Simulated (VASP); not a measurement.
A run of VASP 6.6.1 is set up as follows.

File INCAR:

```
SYSTEM = Mo16F
PREC     = Accurate       ! precision mode
ENCUT    = 520            ! plane-wave cutoff, eV
EDIFF    = 1E-7           ! SCF threshold, eV
ISMEAR   = -1             ! smearing method
SIGMA    = 0.1            ! smearing width, eV
LREAL    = Auto         
LASPH    = .True.         ! aspherical terms in the spheres
NELM     = 60             ! most SCF steps
ALGO     = Normal         ! electronic algorithm
ISIF     = 2              ! what is computed and relaxed
LWAVE    = .False.        ! write WAVECAR
LCHARG   = .False.        ! write CHGCAR
GGA      = PE             ! functional
NBANDS   = 130            ! bands
```

KPOINTS

```
regular mesh
0
Gamma
  3 3 3
  0 0 0
```

Contents of POSCAR:

```
Mo16F
1.0
    6.3000000000      0.0000000000      0.0000000000
    0.0000000000      6.3000000000      0.0000000000
    0.0000000000      0.0000000000      6.3000000000
Mo F
16 1
Direct
    0.0042447619      0.0003647619     -0.0042892063
    0.4958431746      0.0003647619     -0.0042873016
    0.0023084127      0.5004273016     -0.0008106349
    0.0017892063      0.0003580952      0.5030049206
    0.2500525397      0.2487295238      0.2472847619
    0.4978128571      0.5004241270     -0.0008341270
    0.4983311111      0.0003596825      0.5030587302
    0.7500393651      0.2204060317      0.2249377778
    0.0300068254      0.5002369841      0.5255687302
    0.2500517460      0.7521211111      0.2476395238
    0.2500504762      0.2461026984      0.7548361905
    0.4700722222      0.5002388889      0.5255580952
    0.7500371429      0.7802163492      0.2247826984
    0.7500626984      0.2481412698      0.7513769841
    0.2500504762      0.7545006349      0.7548528571
    0.7500641270      0.7526941270      0.7512315873
    0.7500449206      0.5003712698      0.3752468254
```

Potentials or basis: VASP PAW PBE potentials, release 64 (Mo_sv, F).

The run is started by

```sh
$ cat potpaw_PBE.64/Mo_sv/POTCAR potpaw_PBE.64/F/POTCAR > POTCAR
$ mpirun -np 1 vasp_std > vasp.out
```

Q: What does it give for the pressure?

A: 16.1 GPa.

Q: Predict the band gap on the k mesh.

A: Zero (an odd number of electrons rules out a gap without spin polarisation).

Forces in eV/Å, atoms in the order of the input:
```
Mo   0.028  0.000 -0.013
Mo  -0.028  0.000 -0.012
Mo  -0.016 -0.002  0.014
Mo  -0.021 -0.002  0.008
Mo   0.000  0.014  0.008
Mo   0.016 -0.002  0.015
Mo   0.020 -0.002  0.004
Mo   0.001 -0.049 -0.012
Mo   0.047  0.007  0.017
Mo   0.000 -0.019 -0.016
Mo   0.000 -0.026  0.005
Mo  -0.045  0.007  0.017
Mo   0.001  0.059 -0.009
Mo   0.000  0.017 -0.020
Mo   0.000  0.029  0.009
Mo  -0.001 -0.021 -0.013
F   -0.001 -0.011 -0.003
```
